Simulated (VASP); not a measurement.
Wanted: the native input for a VASP 6.6.1 run.

| Property | Result |
| --- | --- |
| Task | single point |
| Functional | PBEsol |
| Potentials or basis | VASP PAW PBE potentials, release 64 (Sb_d_GW) |
| Cutoff | 500 eV |
| k mesh | 12 × 12 × 12 |
| Occupations | gaussian, width 0.15 eV |
| Spin | no spin polarisation |
| Dipole correction | no |
| Further INCAR settings | ALGO = Normal; EDIFF = 1e-06; NBANDS = 22 |

The structure of Sb lies in POSCAR:

```
Sb
1.0
    2.1506003320      1.2416496806      3.7440000000
   -2.1506003320      1.2416496806      3.7440000000
    0.0000000000     -2.4832993611      3.7440000000
Sb
2
Direct
    0.2336400000      0.2336400000      0.2336400000
    0.7663600000      0.7663600000      0.7663600000
```

The input as run:

INCAR

```
SYSTEM = Sb
PREC = Accurate ; ENCUT = 500
EDIFF = 1E-6 ; ISMEAR = 0
SIGMA = 0.15 ; LREAL = .FALSE.
LASPH = .TRUE. ; NELM = 120
ALGO = Normal ; ISIF = 2
LWAVE = .FALSE. ; LCHARG = .FALSE.
GGA = PS ; NBANDS = 22
GGA_COMPAT = .FALSE.
```

KPOINTS

```
Automatic mesh
0
G
  12 12 12
  0 0 0
```

Potentials or basis: VASP PAW PBE potentials, release 64 (Sb_d_GW).

The run is started by

```sh
$ cat potpaw_PBE.64/Sb_d_GW/POTCAR > POTCAR
$ mpirun -np 1 vasp_std > vasp.out
```

It gave:

```json
{
  "Pressure": "0.3 GPa",
  "Largest force": "0.164 eV/Å",
  "Band gap on the k mesh": "zero (bands 15 and 16 overlap by 0.29 eV)"
}
```

Caveat: the PAW data sets were made with another functional, which shifts forces and pressure a little; spin-orbit coupling is left out, which moves the levels of the heavy elements.

It took 3.8 min on 1 thread of Intel(R) Xeon(R) Platinum 8488C (Sapphire Rapids) (shared host), peak memory 0.38 GiB.
